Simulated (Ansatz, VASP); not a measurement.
Al in VASP and in Ansatz

File INCAR:

```
SYSTEM = Al
PREC = Accurate ; ENCUT = 520
EDIFF = 1E-7 ; ISMEAR = 0
SIGMA = 0.1 ; LREAL = .False.
LASPH = .True. ; NELM = 60
ALGO = Normal ; ISIF = 2
LWAVE = .False. ; LCHARG = .False.
LDIPOL = .True. ; IDIPOL = 3
DIPOL = 0.5 0.5 0.652 ; GGA = PE
NBANDS = 18
```

Contents of KPOINTS:

```
regular mesh
0
Gamma
  9 9 1
  0 0 0
```

POSCAR

```
Al
1.0
    3.8677060746      0.0000000000      0.0000000000
    0.0000000000      3.8677060746      0.0000000000
    0.0000000000      0.0000000000     28.4681894710
Al
6
Direct
    0.7361404956      0.5000000000      0.5803334570
    0.2349496532      0.0000000000      0.5747430634
    0.2356769667      0.5000000000      0.6509982354
    0.7350229586      0.0000000000      0.6525540384
    0.7346480987      0.5000000000      0.7258459602
    0.2345914723      0.0000000000      0.7254548720
```

Input for Ansatz:

```yaml
crystal:
  lattice:
    - [3.8677060746, 0.0, 0.0]
    - [0.0, 3.8677060746, 0.0]
    - [0.0, 0.0, 28.468189471]
  atoms:
    - { symbol: Al, position: [0.7361404956, 0.5, 0.580333457] }
    - { symbol: Al, position: [0.2349496532, 0.0, 0.5747430634] }
    - { symbol: Al, position: [0.2356769667, 0.5, 0.6509982354] }
    - { symbol: Al, position: [0.7350229586, 0.0, 0.6525540384] }
    - { symbol: Al, position: [0.7346480987, 0.5, 0.7258459602] }
    - { symbol: Al, position: [0.2345914723, 0.0, 0.725454872] }
basis:
  ecutwfc: 420
kpoints:
  mp_grid: { grid: [9, 9, 1] }
hamiltonian:
  xc: pbe
scf:
  occupations: { method: gaussian, width: 0.1 }
output:
  forces: true
  stress: true
  eigenvalues: true
  write_density: true
  write_potential: true
  elf: true
  volumetric_format: npy
efield:
  axis: 3
  dipole_correction: true
  ramp_width: 0.04
```

Alike in both runs: task single point; functional PBE; k mesh 9 × 9 × 1; occupations gaussian, width 0.1 eV; no spin polarisation.

|  | VASP | Ansatz |
| --- | --- | --- |
| version | VASP 6.6.1 | Ansatz 0.2.0 |
| potentials or method | VASP PAW PBE potentials, release 64 (Al), cutoff 520 eV | scalar-relativistic, plane waves, PAW |
| valence electrons in the cell | 18 | 18 |

|  | VASP | Ansatz | Ansatz less VASP |
| --- | --- | --- | --- |
| gap on the k mesh at the Fermi level (eV) | none | none | - |
| rms of the force components (eV/Å) | 0.073 | 0.073 | +0.0003 |

Atom by atom the forces differ by 0.001 eV/Å (rms over components). A gap of «none» marks a metal or a gap that the smearing closes. The functional is the same, so the differences come from potentials, cutoffs and numerics. Ansatz's warnings: xc potential rough in thin density.
